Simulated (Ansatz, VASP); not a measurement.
**ScSbS3 in VASP and in Ansatz**

INCAR

```
  ALGO = Normal
  EDIFF = 1E-6
  ENCUT = 520
  GGA = PE
  ISIF = 2
  ISMEAR = 0
  ISPIN = 2
  LASPH = True
  LCHARG = False
  LMAXMIX = 4
  LORBIT = 11
  LREAL = False
  LWAVE = False
  MAGMOM = 1 0 0 0 0
  NBANDS = 29
  NELM = 150
  PREC = Accurate
  SIGMA = 0.1
```

The input KPOINTS:

```
k-points
0
Gamma
  6 6 2
```

File POSCAR:

```
ScSbS3
1.0
    4.3460771193      0.0000000000      0.0000000000
   -2.1730385596      3.7638131921      0.0000000000
    0.0000000000      0.0000000000      8.9552718726
Sc Sb S
1 1 3
Direct
    0.0000000000      0.0000000000      0.4432262692
    0.0000000000      0.0000000000      0.9108979493
    0.3333333333      0.6666666667      0.5395725174
    0.6666666667      0.3333333333      0.5395725174
    0.0000000000      0.0000000000      0.1671398766
```

Input for Ansatz:

```yaml
crystal:
  lattice:
    - [4.3460771193, 0.0, 0.0]
    - [-2.1730385596, 3.7638131921, 0.0]
    - [0.0, 0.0, 8.9552718726]
  atoms:
    - { symbol: Sc, position: [0.0, 0.0, 0.4432262692], spin: 1.0 }
    - { symbol: Sb, position: [0.0, 0.0, 0.9108979493] }
    - { symbol: S, position: [0.3333333333, 0.6666666667, 0.5395725174] }
    - { symbol: S, position: [0.6666666667, 0.3333333333, 0.5395725174] }
    - { symbol: S, position: [0.0, 0.0, 0.1671398766] }
basis:
  ecutwfc: 420
kpoints:
  mp_grid: { grid: [6, 6, 2] }
hamiltonian:
  xc: pbe
scf:
  occupations: { method: gaussian, width: 0.1 }
  lower_state_search: "off"
output:
  forces: true
  stress: true
  eigenvalues: true
  populations: true
magnetization:
  spin_polarized: true
```

Alike in both runs: task single point; functional PBE; k mesh 6 × 6 × 2; occupations gaussian, width 0.1 eV; collinear spin.

```csv
,VASP,Ansatz
version,VASP 6.6.1,Ansatz 0.2.0
potentials or method,"VASP PAW PBE potentials, release 64 (Sc_sv, Sb, S), cutoff 520 eV","scalar-relativistic, plane waves, PAW"
valence electrons in the cell,34,44
```

|  | VASP | Ansatz | Ansatz less VASP |
| --- | --- | --- | --- |
| gap on the k mesh at the Fermi level (eV) | none | none | - |
| pressure (GPa) | 0.2 | 0.1 | -0.07 |
| traceless stress, the component that is largest in VASP (GPa) | 0.24 | 0.13 | -0.114 |
| rms of the force components (eV/Å) | 0.026 | 0.010 | -0.0160 |
| net moment per atom (μB) | 0.00 | 0.00 | 0.000 |

Atom by atom the forces differ by 0.017 eV/Å (rms over components). A gap of «none» marks a metal or a gap that the smearing closes. VASP's potentials hold 34 valence electrons a cell and Ansatz's 44, so a difference there can come from the potentials and not from the codes. Ansatz's warnings: seeded moment not kept.

Spin-orbit coupling is off throughout.
